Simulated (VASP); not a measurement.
Set up this calculation in VASP 6.6.1, as the native input.

* Task: single point
* Functional: PBEsol
* Potentials or basis: VASP PAW PBE potentials, release 64 (S, Mg)
* Cutoff: 520 eV
* k mesh: 9 × 9 × 9
* Occupations: fermi-dirac, width 0.05 eV
* Spin: no spin polarisation
* Dipole correction: no
* Further INCAR settings: ALGO = Normal; EDIFF = 1e-06; NBANDS = 11

The structure of MgS (Niningerite) lies in POSCAR:

```
MgS
1.0
    0.0000000000      2.4413731212      2.4413731212
    2.4413731212      0.0000000000      2.4413731212
    2.4413731212      2.4413731212      0.0000000000
S Mg
1 1
Direct
    0.5000000000      0.5000000000      0.5000000000
    0.0000000000      0.0000000000      0.0000000000
```

These files were run (other wordings do the same):

INCAR

```
SYSTEM = MgS
ALGO = Normal ; EDIFF = 1E-6
ENCUT = 520 ; GGA = PS
ISIF = 2 ; ISMEAR = -1
LASPH = .TRUE. ; LCHARG = .FALSE.
LREAL = .FALSE. ; LWAVE = .FALSE.
NBANDS = 11 ; NELM = 60
PREC = Accurate ; SIGMA = 0.05
```

KPOINTS

```
k-points
0
G
  9 9 9
  0 0 0
```

Potentials or basis: VASP PAW PBE potentials, release 64 (S, Mg).

Launch:

```console
$ cat potpaw_PBE.64/S/POTCAR potpaw_PBE.64/Mg/POTCAR > POTCAR
$ mpirun -np 1 vasp_std > vasp.out
```

Results of the run:

| Item | Value |
| --- | --- |
| Pressure | 19.9 GPa |
| Band gap on the k mesh | 3.22 eV, indirect (least direct gap 5.28 eV) |

Caveat: the PAW data sets were made with another functional, which shifts forces and pressure a little.

Run time: 7.6 s on 1 thread of Intel Xeon 6975P-C, on a shared host, peak memory 0.16 GiB.
